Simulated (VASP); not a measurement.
Crystal: HfC.

```
Hf C
1.0
     3.34287    0.00000    0.00000
    -1.67143    2.89501    0.00000
     0.00000    0.00000    5.20271
Hf C
2 2
Direct
  0.66667 0.33333 0.75000
  0.33333 0.66667 0.25000
  0.00000 0.00000 0.00000
  0.00000 0.00000 0.50000
```

Base run:

| Quantity | Value |
| --- | --- |
| Program | VASP 6.6.1 |
| Functional | PBEsol |
| Potentials or basis | VASP PAW PBE potentials, release 64 (Hf_pv, C) |
| Cutoff | 520 eV |
| k mesh | 9 × 9 × 5 |
| Occupations | methfessel-paxton, width 0.1 eV |
| Spin | no spin polarisation |

Its results: band gap on the k mesh zero (band 14 reaches 7.25 eV, above the bottom of band 15 at 6.19 eV); pressure -7.9 GPa.

The run is repeated on the same cell with these changes: functional from PBEsol to LDA; potentials or basis from VASP PAW PBE potentials, release 64 (Hf_pv, C) to VASP PAW LDA potentials, release 64 (Hf_pv, C). What comes out?

Band gap on the k mesh zero (band 14 reaches 7.27 eV, above the bottom of band 15 at 6.21 eV); pressure -12.3 GPa.

Caveats: spin-orbit coupling is left out, which moves the levels of the heavy elements; the PAW data sets were made with another functional, which shifts forces and pressure a little (some runs).
